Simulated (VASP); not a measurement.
Crystal: SiNi.

```
CELL_PARAMETERS angstrom
4.50369 0.00000 0.00000
0.00000 4.50369 0.00000
0.00000 0.00000 4.50369
ATOMIC_POSITIONS crystal
Ni 0.14950 0.14950 0.14950
Ni 0.64950 0.35050 0.85050
Ni 0.85050 0.64950 0.35050
Ni 0.35050 0.85050 0.64950
Si 0.84683 0.84683 0.84683
Si 0.34683 0.65317 0.15317
Si 0.15317 0.34683 0.65317
Si 0.65317 0.15317 0.34683
```

Base run:

* Program: VASP 6.6.1
* Functional: PBEsol
* Potentials or basis: VASP PAW PBE potentials, release 64 (Ni, Si)
* Cutoff: 520 eV
* k mesh: 6 × 6 × 6
* Occupations: fermi-dirac, width 0.05 eV
* Spin: collinear spin, ferromagnetic start
* Starting moments: [1.0, 1.0, 1.0, 1.0, 0.0, 0.0, 0.0, 0.0] μB
* Hubbard terms: Ni d U = 4.0 eV

Its results: band gap on the k mesh zero (filled and empty bands overlap); pressure -11.4 GPa; net moment 0.00 μB per cell; largest force 0.148 eV/Å.

Question: The run is repeated on the same cell with these changes: hubbard terms from Ni d U = 4.0 eV to Ni d U = 2.0 eV. What comes out?

Answer: Band gap on the k mesh zero (filled and empty bands overlap); pressure -7.8 GPa; net moment 0.00 μB per cell; largest force 0.094 eV/Å.

Caveats: the PAW data sets were made with another functional, which shifts forces and pressure a little; the U is typed as a test and isn't derived for this compound.
